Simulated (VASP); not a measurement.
Ca, 1 atom in the cell. It takes space group Fm-3m (No. 225, cubic). Conventional cell: a = 5.698 Å, b = 5.698 Å, c = 5.698 Å, α = 90.00°, β = 90.00°, γ = 90.00°. Within 5.3 Å of Ca (site symmetry m-3m) lie 12 Ca at 4.03 Å. 

```yaml
Program: VASP 6.6.1
Task: single point
Functional: PBEsol
Potentials_or_basis: VASP PAW PBE potentials, release 64 (Ca_sv)
Cutoff: 520 eV
k_mesh: 11 × 11 × 11
Occupations: fermi-dirac, width 0.05 eV
Spin: no spin polarisation
Dipole_correction: no
Further_INCAR_settings: ALGO = Normal; EDIFF = 1e-06; NBANDS = 11
```

Potentials or basis: VASP PAW PBE potentials, release 64 (Ca_sv).

The run is started by

```bash
$ cat potpaw_PBE.64/Ca_sv/POTCAR > POTCAR
$ mpirun -np 1 vasp_std > vasp.out
```

Hardware: 1 thread of Intel(R) Xeon(R) Platinum 8259CL CPU @ 2.50GHz (Skylake/Cascade Lake), on a shared host.

Task: Estimate the wall time of this run.

Result: It took 23 s on 1 thread of Intel(R) Xeon(R) Platinum 8259CL CPU @ 2.50GHz (Skylake/Cascade Lake), on a shared host, peak memory 0.18 GiB. Counts: scf iterations 10, k points 56.
